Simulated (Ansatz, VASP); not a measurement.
## Two plane-wave programs on WC

```
W C
1.0
     0.00000    2.35071    2.35071
     2.35071    0.00000    2.35071
     2.35071    2.35071    0.00000
W C
1 1
Cartesian
  0.0000 0.0000 0.0000
  1.1754 1.1754 1.1754
```

Change from the starting cell: species swapped into the MnSe type (F-43m, No. 216).

Alike in both runs: functional PBE; k mesh 6 × 6 × 6; occupations gaussian, width 0.2 eV; no spin polarisation.

Ansatz relaxed the structure, and its values are those at the end. VASP's run is a single point on that final structure, the one shown.

|  | VASP | Ansatz |
| --- | --- | --- |
| version | VASP 6.6.1 | Ansatz 0.2.0 |
| potentials or method | VASP PAW PBE potentials, release 64 (W_sv, C), cutoff 600 eV | scalar-relativistic, plane waves, PAW |
| valence electrons in the cell | 18 | 18 |

```tsv
	VASP	Ansatz	Ansatz less VASP
gap on the k mesh at the Fermi level (eV)	none	none	-
pressure (GPa)	0.4	-0.3	-0.61
```

A gap of «none» marks a metal or a gap that the smearing closes. The functional is the same, so the differences come from potentials, cutoffs and numerics.

The k mesh is coarse, so the values compare programs but aren't converged. Spin-orbit coupling is off throughout.
